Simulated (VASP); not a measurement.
CsPbCl3: relaxation of the atoms with PBE

The system is CsPbCl3.

```
CELL_PARAMETERS angstrom
5.60500 0.00000 0.00000
0.00000 5.60500 0.00000
0.00000 0.00000 5.60500
ATOMIC_POSITIONS crystal
Cs 0.00000 0.00000 0.00000
Pb 0.50000 0.50000 0.50000
Cl 0.50000 0.50000 0.00000
Cl 0.00000 0.50000 0.50000
Cl 0.50000 0.00000 0.50000
```

```json
{
  "Program": "VASP 6.6.1",
  "Task": "relaxation of the atoms",
  "Functional": "PBE",
  "Potentials or basis": "VASP PAW PBE potentials, release 64 (Cs_sv, Pb_d, Cl)",
  "Cutoff": "520 eV",
  "k mesh": "5 × 5 × 5",
  "Occupations": "fermi-dirac, width 0.02 eV",
  "Spin": "no spin polarisation",
  "Dipole correction": "no",
  "Further INCAR settings": "ALGO = Normal; EDIFF = 1e-07; IBRION = 2; EDIFFG = -0.02; NSW = 80"
}
```

```yaml
Pressure_after_relaxing: 1.7 GPa
Band_gap_on_the_k_mesh: 2.96 eV
```

Final structure:
```
Cs Pb Cl
1.0
     5.60500    0.00000    0.00000
     0.00000    5.60500    0.00000
     0.00000    0.00000    5.60500
Cs Pb Cl
1 1 3
Cartesian
  0.0000 0.0000 0.0000
  2.8025 2.8025 2.8025
  2.8025 2.8025 0.0000
  0.0000 2.8025 2.8025
  2.8025 0.0000 2.8025
```

Levels at points of the mesh, in eV from the valence-band top:
| k point | band 18 | band 19 | band 20 | band 21 | band 22 | band 23 | band 24 | band 25 | band 26 |
| --- | --- | --- | --- | --- | --- | --- | --- | --- | --- |
| (0.00, 0.00, 0.00) | -2.05 | -2.05 | -1.94 | -1.94 | -1.94 | 3.94 | 4.88 | 4.88 | 5.80 |

Wall time 67 s on 1 thread of Intel Xeon 8259CL (shared host), peak memory 0.27 GiB.

Caveat: the relaxation stopped at its first step, so nothing moved; spin-orbit coupling is left out, which moves the levels of the heavy elements; an odd mesh through Γ misses points on the zone boundary, where band edges can lie.
